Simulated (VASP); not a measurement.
The system is HPbNO4.

```xyz
7
Lattice="3.8540 0.1438 0.0901 -0.2532 5.5270 0.1647 -0.4820 -1.9272 5.7203" Properties=species:S:1:pos:R:3 pbc="T T T"
H    -0.0083    2.5983    3.2335
Pb    2.1473    2.6778    1.0046
N     2.8237    3.6046    5.7249
O    -0.4057   -0.9417    5.0623
O     2.7256   -0.0852    0.8025
O    -0.5912    2.3982    5.1009
O     0.1280    2.5704    2.2622
```

Base run:

```yaml
Program: VASP 6.6.1
Functional: PBE
Dispersion: D3(BJ)
Potentials_or_basis: VASP PAW PBE potentials, release 64 (H, Pb_d, N, O)
Cutoff: 520 eV
k_mesh: 5 × 4 × 4
Occupations: fermi-dirac, width 0.05 eV
Spin: no spin polarisation
```

Its results: band gap on the k mesh 3.12 eV, indirect (least direct gap 3.19 eV); pressure -0.1 GPa; largest force 0.423 eV/Å.

**Question.** The run is repeated on the same cell with these changes: dispersion from D3(BJ) to none. What comes out?

**Answer.** Band gap on the k mesh 3.12 eV, indirect (least direct gap 3.19 eV); pressure 0.5 GPa; largest force 0.422 eV/Å.

Dispersion adds attraction, which lowers the pressure at fixed volume and, as a term added to the energy, leaves the levels alone.

Caveats: the standard files for N, O and F lose accuracy on very short bonds; spin-orbit coupling is left out, which moves the levels of the heavy elements; three body term missing (some runs).

A k mesh can miss the band edges.
